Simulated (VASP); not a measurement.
Input of a VASP 6.6.1 run:

The input INCAR:

```
SYSTEM = YMg3
  PREC = Accurate
  ENCUT = 520
  EDIFF = 1E-7
  ISMEAR = 1
  SIGMA = 0.1
  LREAL = .False.
  LASPH = .True.
  NELM = 60
  ALGO = Normal
  ISIF = 2
  LWAVE = .False.
  LCHARG = .False.
  GGA = PS
  NBANDS = 16
```

File KPOINTS:

```
regular mesh
0
Gamma
  7 7 2
  0 0 0
```

Contents of POSCAR:

```
YMg3
1.0
    3.3079852100      0.0000000000      0.0000000000
   -1.6539926100      2.8647992300      0.0000000000
    0.0000000000      0.0000000000     10.9322850000
Y Mg
1 3
Direct
    0.6666666705      0.3333333310      0.5000000000
    0.6666666705      0.3333333310      0.0000000000
    0.3333333295      0.6666666690      0.2421180000
    0.3333333295      0.6666666690      0.7578820000
```

Potentials or basis: VASP PAW PBE potentials, release 64 (Y_sv, Mg).

Run with:

```sh
$ cat potpaw_PBE.64/Y_sv/POTCAR potpaw_PBE.64/Mg/POTCAR > POTCAR
$ mpirun -np 1 vasp_std > vasp.out
```

Question: Estimate the largest force.

Answer: 0.086 eV/Å.

Question: Estimate the pressure.

Answer: -1.3 GPa.

Forces in eV/Å, atoms in the order of the input:
```
Y    0.000  0.000  0.000
Mg   0.000  0.000  0.000
Mg   0.000  0.000 -0.086
Mg   0.000  0.000  0.086
```

Caveat: the PAW data sets were made with another functional, which shifts forces and pressure a little.
